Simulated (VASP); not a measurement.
Wanted: the native input for a VASP 6.6.1 run.

| Quantity | Value |
| --- | --- |
| Task | single point |
| Functional | BLYP |
| Potentials or basis | VASP PAW PBE potentials, release 64 (Ru_pv) |
| Cutoff | 520 eV |
| k mesh | 14 × 14 × 14 |
| Occupations | fermi-dirac, width 0.1 eV |
| Spin | no spin polarisation |
| Dipole correction | no |
| Further INCAR settings | ALGO = Normal; EDIFF = 1e-06; NBANDS = 13 |

The structure of Ru lies in POSCAR:

```
Ru
1.0
    2.5194694007      0.0000000000      0.0000000000
    0.0000000000      2.5194694007      0.0000000000
    0.0000000000      0.0000000000      2.5194694007
Ru
1
Direct
    0.0000000000      0.0000000000      0.0000000000
```

This cell differs from its parent crystal: volume scaled by 0.96.

The input as run:

INCAR

```
SYSTEM = Ru
PREC     = Accurate       ! precision mode
ENCUT    = 520            ! plane-wave cutoff, eV
EDIFF    = 1E-6           ! SCF threshold, eV
ISMEAR   = -1             ! smearing method
SIGMA    = 0.1            ! smearing width, eV
LREAL    = .FALSE.        ! projectors in reciprocal space
LASPH    = .TRUE.         ! aspherical terms in the spheres
NELM     = 60             ! most SCF steps
ALGO     = Normal         ! electronic algorithm
ISIF     = 2              ! what is computed and relaxed
LWAVE    = .FALSE.        ! write WAVECAR
LCHARG   = .FALSE.        ! write CHGCAR
GGA      = B5             ! functional
ALDAX    = 1.0          
AGGAX    = 1.0          
AGGAC    = 1.0          
ALDAC    = 0.0          
NBANDS   = 13             ! bands
```

KPOINTS

```
Automatic mesh
0
G
  14 14 14
  0 0 0
```

Potentials or basis: VASP PAW PBE potentials, release 64 (Ru_pv).

The run is started by

```console
$ cat potpaw_PBE.64/Ru_pv/POTCAR > POTCAR
$ mpirun -np 1 vasp_std > vasp.out
```

It gave:

* Pressure: 9.3 GPa
* Band gap on the k mesh: zero (band 7 reaches 14.49 eV, above the bottom of band 8 at 10.11 eV)

Caveat: the PAW data sets were made with another functional, which shifts forces and pressure a little.

Run time: 16 s on 1 thread of Intel Xeon 6975P-C (shared host), peak memory 0.14 GiB.
